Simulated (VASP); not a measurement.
# ScAl3As4 (P3m1) in VASP: single point with PBE

Aim: the single point of ScAl3As4 with PBE.

All numbers are computed with VASP 6.6.1; they aren't measurements. Logs are shortened: lines on timing, memory, paths and dates and some standing lists are left out, and cuts for length are marked.

### 1 The cell of the first run

It takes space group P3m1 (No. 156, trigonal). Conventional cell: a = 6.351 Å, b = 6.351 Å, c = 5.018 Å, α = 90.00°, β = 90.00°, γ = 120.00°. Sc (site symmetry 3m) has 9 As at 2.95 to 3.67 Å and 6 Al at 3.86 Å within 3.9 Å. Within 3.2 Å of Al (site symmetry 3m) lie 2 Al at 2.41 to 2.61 Å and 3 As at 2.48 Å. Al (site symmetry 3m) has 2 Al at 2.41 to 2.61 Å and 3 As at 2.48 Å within 3.2 Å. Within 3.3 Å of Al (site symmetry 3m) lie 8 As at 2.51 to 3.19 Å. As (site symmetry m) has 4 Al at 2.48 to 3.19 Å and 2 As at 2.70 Å and 2 Sc at 2.95 to 2.96 Å within 3.3 Å. Within 3.3 Å of As (site symmetry 3m) lie 2 Al at 2.51 Å.

The cell was generated, and may not be a known phase.

### 2 Single point, PBE

The input, INCAR:

```
SYSTEM = ScAl3As4
PREC = Accurate ; ENCUT = 500
EDIFF = 1E-6 ; ISMEAR = 0
SIGMA = 0.2 ; LREAL = .False.
LASPH = .True. ; NELM = 120
ALGO = Normal ; ISIF = 2
LWAVE = .False. ; LCHARG = .False.
GGA = PE ; NBANDS = 30
GGA_COMPAT = .False.
```

The input, KPOINTS:

```
Automatic mesh
0
Gamma
  3 3 3
  0 0 0
```

The input, POSCAR:

```
ScAl3As4
1.0
    6.3509160992      0.0000000000      0.0000000000
   -3.1754580496      5.5000546792      0.0000000000
    0.0000000000      0.0000000000      5.0178408974
Sc Al As
1 3 4
Direct
    0.0000000000      0.0000000000      0.7778790808
    0.3333333333      0.6666666667      0.5371023985
    0.3333333333      0.6666666667      1.0166516442
    0.6666666667      0.3333333333      0.2772908600
    0.1418987155      0.8581012845      0.2770263751
    0.1418987155      0.2837974310      0.2770263751
    0.7162025690      0.8581012845      0.2770263751
    0.6666666667      0.3333333333     -0.2226960987
```

Potentials or basis: VASP PAW PBE potentials, release 64 (Sc_sv, Al, As).

Launch:

```sh
$ cat potpaw_PBE.64/Sc_sv/POTCAR potpaw_PBE.64/Al/POTCAR potpaw_PBE.64/As/POTCAR > POTCAR
$ mpirun -np 1 vasp_std > vasp.out
```

OUTCAR:

```text
SYSTEM = ScAl3As4
   PREC = Accurate
   ENCUT = 500
   EDIFF = 1E-6
   ISMEAR = 0
   LREAL = .False.
   LASPH = .True.
   NELM = 120
   ISIF = 2
   GGA = PE

 ion  position               nearest neighbor table
   1  0.000  0.000  0.778-   6 2.95   5 2.95   7 2.95   6 2.96   5 2.96   7 2.96
   2  0.333  0.667  0.537-   3 2.41   5 2.48   6 2.48   7 2.48   3 2.61
   3  0.333  0.667  0.017-   2 2.41   5 2.48   6 2.48   7 2.48   2 2.61
   4  0.667  0.333  0.277-   8 2.51   8 2.51
   5  0.142  0.858  0.277-   2 2.48   3 2.48   6 2.70   7 2.70   1 2.95   1 2.96
   6  0.142  0.284  0.277-   2 2.48   3 2.48   5 2.70   7 2.70   1 2.95   1 2.96
   7  0.716  0.858  0.277-   2 2.48   3 2.48   6 2.70   5 2.70   1 2.95   1 2.96
   8  0.667  0.333  0.777-   4 2.51   4 2.51

  LATTYP: Found a hexagonal cell.
 ALAT       =     6.3509160992
 C/A-ratio  =     0.7900971795

  Lattice vectors:

 A1 = (   6.3509160992,   0.0000000000,   0.0000000000)
 A2 = (  -3.1754580496,   5.5000546792,   0.0000000000)
 A3 = (   0.0000000000,   0.0000000000,   5.0178408974)

Analysis of symmetry for initial positions (statically):
=====================================================================
 Subroutine PRICEL returns:
 Original cell was already a primitive cell.

 Routine SETGRP: Setting up the symmetry group for a
 hexagonal supercell.

 Subroutine GETGRP returns: Found  6 space group operations
 (whereof  6 operations were pure point group operations)
 out of a pool of 24 trial point group operations.

The static configuration has the point symmetry C_3v.

Analysis of symmetry for dynamics (positions and initial velocities):
=====================================================================
 Subroutine PRICEL returns:
 Original cell was already a primitive cell.

 Routine SETGRP: Setting up the symmetry group for a
 hexagonal supercell.

 Subroutine GETGRP returns: Found  6 space group operations
 (whereof  6 operations were pure point group operations)
 out of a pool of 24 trial point group operations.

The dynamic configuration has the point symmetry C_3v.

 Subroutine INISYM returns: Found  6 space group operations
 (whereof  6 operations are pure point group operations),
 and found     1 'primitive' translations

[... 89 lines left out ...]
   LREAL  =      F    real-space projection
   EDIFFG = 0.1E-04   stopping-criterion for IOM
   NSW    =      0    number of steps for IOM
   IBRION =     -1    ionic relax: 0-MD 1-quasi-New 2-CG
   NFREE  =      0    steps in history (QN), initial steepest desc. (CG)
   ISIF   =      2    stress and relaxation
   ISYM   =      2    0-nonsym 1-usesym 2-fastsym
   POTIM  = 0.5000    time-step for ionic-motion
   TEBEG  =    0.0;   TEEND  =   0.0 temperature during run
   PSTRESS=    0.0 pullay stress
   NELECT =      40.0000    total number of electrons
   NUPDOWN=      -1.0000    fix difference up-down
   EMIN   =  10.00;   EMAX   =-10.00  energy-range for DOS
   EFERMI =   0.00;   METHOD = LEGACY
   ISMEAR =     0;   SIGMA  =   0.20  broadening in eV -4-tet -1-fermi 0-gaus
   EFERMI_NEDOS =   21; number of points for ismear=-14 and -15
   IALGO  =     38    algorithm
   IMIX   =      4    mixing-type and parameters
     AMIX     =   0.40;   BMIX     =  1.00
     AMIX_MAG =   1.60;   BMIX_MAG =  1.00
  volume/ion in A,a.u.               =      21.91       147.85
  Fermi-wavevector in a.u.,A,eV,Ry     =   1.000433  1.890545 13.617615  1.000866
  Thomas-Fermi vector in A             =   2.132789
   LORBIT       =      0    0 simple, 1 ext, 2 COOP (PROOUT), +10 PAW based schemes
   GGA     = PE    functional components
   LHFCALC =     F    Hartree Fock is set to
   AEXX    =    0.0000 exact exchange contribution
   IVDW    =     0    specifies the selected vdW correction
   LEPSILON=     F    determine dielectric tensor
   LRPA    =     F    only Hartree local field effects (RPA)
 non-spin polarized calculation
 Gauss-broadening in eV      SIGMA  =   0.20
  energy-cutoff  :      500.00
  volume of cell :      175.28
 maximum number of plane-waves:      4470
 NGX is ok and might be reduce to    48
   NGX = 23   NGY = 23   NGZ = 19

 number of electron      39.9999999 magnetization

 Free energy of the ion-electron system (eV)
  ---------------------------------------------------
  ext. energy  EPLUGINS =         0.00000000
  ---------------------------------------------------
  free energy    TOTEN  =       -36.06737065 eV

  energy without entropy =      -36.01361427  energy(sigma->0) =      -36.04049246

 E-fermi :   4.9693     XC(G=0):  -9.5940

 val. band max:        4.9587842031   @ k =   0.3333   0.0000   0.0000
 cond. band min:       5.0638929655   @ k =   0.3333   0.0000   0.0000
 fundamental gap:      0.1051087624
 Fermi energy:         4.9693158881

 k-point     1 :       0.0000    0.0000    0.0000
  band No.  band energies     occupation
      1     -45.8804      2.00000
      2     -24.5000      2.00000
      3     -24.5000      2.00000
      4     -24.4196      2.00000
      5      -8.3673      2.00000
      6      -5.2676      2.00000
[... 220 lines left out ...]
     29       7.6314      0.00000
     30       7.8998      0.00000

------------------------ aborting loop because EDIFF is reached ----------------------------------------

  FORCE on cell =-STRESS in cart. coord.  units (eV):
  Direction    XX          YY          ZZ          XY          YZ          ZX
  --------------------------------------------------------------------------------------
  -------------------------------------------------------------------------------------
  Total        0.2534497      0.2534497      0.1979160      0.0000000     -0.0000000      0.0000000
  in kB        2.3167658      2.3167658      1.8091357      0.0000000     -0.0000000      0.0000000
  external PRESSURE =       2.1475558 kB  Pullay stress =       0.0000000 kB

 VOLUME and BASIS-vectors are now :
 -----------------------------------------------------------------------------
  energy-cutoff  :      500.00
  volume of cell :      175.28
      direct lattice vectors                 reciprocal lattice vectors
     6.350916099  0.000000000  0.000000000     0.157457599  0.090908187  0.000000000
    -3.175458050  5.500054679  0.000000000     0.000000000  0.181816374  0.000000000
     0.000000000  0.000000000  5.017840897     0.000000000  0.000000000  0.199288901

 POSITION                                       TOTAL-FORCE (eV/Angst)
 -----------------------------------------------------------------------------------
      0.00000      0.00000      3.90327         0.000000     -0.000000     -0.009789
     -0.00000      3.66670      2.69509        -0.000000     -0.000000      0.013055
     -0.00000      3.66670      0.08356         0.000000     -0.000000     -0.011378
      3.17546      1.83335      1.39140        -0.000000     -0.000000      0.000947
     -1.82368      4.71960      1.39007        -0.001292      0.000746      0.003147
      0.00000      1.56090      1.39007         0.000000     -0.001492      0.003147
      1.82368      4.71960      1.39007         0.001292      0.000746      0.003147
      3.17546      1.83335      3.90039         0.000000     -0.000000     -0.002277
 -----------------------------------------------------------------------------------
    total drift:                               -0.000000      0.000000     -0.000122

  FREE ENERGIE OF THE ION-ELECTRON SYSTEM (eV)
  ---------------------------------------------------
  free  energy   TOTEN  =       -36.0673706471 eV

  energy  without entropy=      -36.0136142677  energy(sigma->0) =      -36.04049246
```

It took 23 s on 1 thread of Intel Xeon 6975P-C (Granite Rapids), shared host; peak memory 0.29 GiB.

What came out:

- Free energy: -36.0674 eV
- Pressure: 0.2 GPa
- Largest force: 0.013 eV/Å
- Band gap on the k mesh: zero (bands 20 and 21 overlap by 1.19 eV)

Forces in eV/Å, atoms in the order of the input:
```
Sc   0.000  0.000 -0.010
Al   0.000  0.000  0.013
Al   0.000  0.000 -0.011
Al   0.000  0.000  0.001
As  -0.001  0.001  0.003
As   0.000 -0.001  0.003
As   0.001  0.001  0.003
As   0.000  0.000 -0.002
```

Levels at points of the mesh, in eV from the Fermi level:
```tsv
k point	band 18	band 19	band 20	band 21	band 22	band 23
(0.00, 0.00, 0.00)	-0.67	-0.67	0.73	0.91	0.91	1.16
```

Caveat: the k points lie up to 0.42 Å⁻¹ apart, too coarse for converged energies and pressures of a metal.

The gap in the log of VASP goes by the Fermi energy; the results here count the filled bands.